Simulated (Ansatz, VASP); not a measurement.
**Ge in VASP and in Ansatz**

Contents of INCAR:

```
PREC = Accurate
ENCUT = 520
EDIFF = 1E-7
ISMEAR = 0
SIGMA = 0.6
LREAL = F
LASPH = T
NELM = 80
ALGO = Normal
ISIF = 2
LWAVE = F
LCHARG = F
NBANDS = 21
```

KPOINTS

```
Automatic mesh
0
Gamma
  10 10 10
```

The input POSCAR:

```
Ge
1.0
    0.0000000000      2.8147752533      2.8147752533
    2.8147752533      0.0000000000      2.8147752533
    2.8147752533      2.8147752533      0.0000000000
Ge
2
Direct
    0.5000000000      0.5000000000      0.5000000000
    0.7500000000      0.7500000000      0.7500000000
```

Input for Ansatz:

```yaml
crystal:
  lattice:
    - [0.0, 2.8147752533, 2.8147752533]
    - [2.8147752533, 0.0, 2.8147752533]
    - [2.8147752533, 2.8147752533, 0.0]
  atoms:
    - { symbol: Ge, position: [0.5, 0.5, 0.5] }
    - { symbol: Ge, position: [0.75, 0.75, 0.75] }
hamiltonian:
  xc: lda
  pseudopotentials:
    kind: paw
    azcp:
      Ge: "pseudopotentials/Ge.paw.azcp"
basis:
  ecutwfc: 420
  fft_grid_basis: typed
kpoints:
  mp_grid: { grid: [10, 10, 10], shift: [0, 0, 0] }
magnetization:
  spin_polarized: false
scf:
  occupations: { method: gaussian, width: 0.6 }
  lower_state_search: "off"
output:
  stress: true
```

Alike in both runs: task single point; functional LDA; k mesh 10 × 10 × 10; occupations gaussian, width 0.6 eV; no spin polarisation.

|  | VASP | Ansatz |
| --- | --- | --- |
| version | VASP 6.6.1 | Ansatz 0.2.0 |
| potentials or method | VASP PAW LDA potentials, release 64 (Ge_d), cutoff 520 eV | plane waves (420 eV) with PAW, scalar-relativistic |
| valence electrons in the cell | 28 | 28 |

Ansatz gave:

* pressure (GPa): -0.1

Question: What did VASP give for the same quantities?

Answer: Pressure (GPa): 0.1.

Ansatz warns that its potentials were made for another functional, while VASP's fit it. LDA's correlation is that of Perdew and Zunger in VASP and of Perdew and Wang (1992) in Ansatz.
